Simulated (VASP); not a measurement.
AlCu3, 4 atoms in the cell. It takes space group Fm-3m (No. 225, cubic). The conventional cell has a = 5.700 Å, b = 5.700 Å, c = 5.700 Å, α = 90.00°, β = 90.00°, γ = 90.00°. Within 3.3 Å of Al (site symmetry m-3m) lie 14 Cu at 2.47 to 2.85 Å. Cu (site symmetry m-3m) has 8 Cu at 2.47 Å and 6 Al at 2.85 Å within 3.3 Å. Within 3.3 Å of Cu (site symmetry -43m) lie 4 Al at 2.47 Å and 10 Cu at 2.47 to 2.85 Å. 

- Program: VASP 6.6.1
- Task: single point
- Functional: LDA
- Potentials or basis: VASP PAW LDA potentials, release 64 (Al, Cu)
- Cutoff: 520 eV
- k mesh: 10 × 10 × 10
- Occupations: fermi-dirac, width 0.05 eV
- Spin: no spin polarisation
- Dipole correction: no
- Further INCAR settings: ALGO = Normal; EDIFF = 1e-06; NBANDS = 26

Potentials or basis: VASP PAW LDA potentials, release 64 (Al, Cu).

Run with:

```sh
$ cat potpaw_LDA.64/Al/POTCAR potpaw_LDA.64/Cu/POTCAR > POTCAR
$ mpirun -np 1 vasp_std > vasp.out
```

Hardware: 1 thread of Intel(R) Xeon(R) 6975P-C (Granite Rapids), with other jobs on the host.

**Question.** Estimate the wall time of this run.

**Answer.** Wall time 26 s on 1 thread of Intel(R) Xeon(R) 6975P-C (Granite Rapids), with other jobs on the host, peak memory 0.17 GiB. Counts: scf iterations 15, k points 47.
